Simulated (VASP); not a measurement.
Input of a VASP 6.6.1 run:

The input INCAR:

```
SYSTEM = CuO
PREC = Accurate
ENCUT = 820
EDIFF = 1E-6
ISMEAR = -1
SIGMA = 0.05
LREAL = .False.
LASPH = .True.
NELM = 200
ALGO = Normal
ISIF = 2
LWAVE = .False.
LCHARG = .False.
LMAXMIX = 4
LDAU = .True.
LDAUTYPE = 2
LDAUL = 2 -1
LDAUU = 5.3 0
LDAUJ = 0 0
LDAUPRINT = 1
GGA = PS
NBANDS = 33
GGA_COMPAT = .False.
```

File KPOINTS:

```
regular mesh
0
Gamma
  10 10 6
  0 0 0
```

File POSCAR:

```
CuO
1.0
    3.1795331000      0.0000000000      0.0000000000
   -1.5897665500      2.7535564400      0.0000000000
    0.0000000000      0.0000000000      4.4314907300
Cu O
2 2
Direct
    0.0000000000      0.0000000000      0.0000000000
    0.0000000000      0.0000000000      0.5000000000
    0.3333333333      0.6666666667      0.2500000000
    0.6666666667      0.3333333333      0.7500000000
```

Potentials or basis: VASP PAW PBE potentials, release 64 (Cu_sv_GW, O).

Launch:

```bash
$ cat potpaw_PBE.64/Cu_sv_GW/POTCAR potpaw_PBE.64/O/POTCAR > POTCAR
$ mpirun -np 1 vasp_std > vasp.out
```

Q: Predict the pressure.

A: -5.7 GPa.

Q: What does it give for the band gap on the k mesh?

A: Zero (bands 25 and 26 overlap by 1.14 eV).

Stress tensor (GPa, compression positive):
```
-20.13   0.00   0.00
  0.00 -20.13   0.00
  0.00   0.00  23.27
```

Caveat: the stress differs along the axes, from -20 to 23 GPa; the PAW data sets were made with another functional, which shifts forces and pressure a little; U without spin polarisation on a metal has little footing.
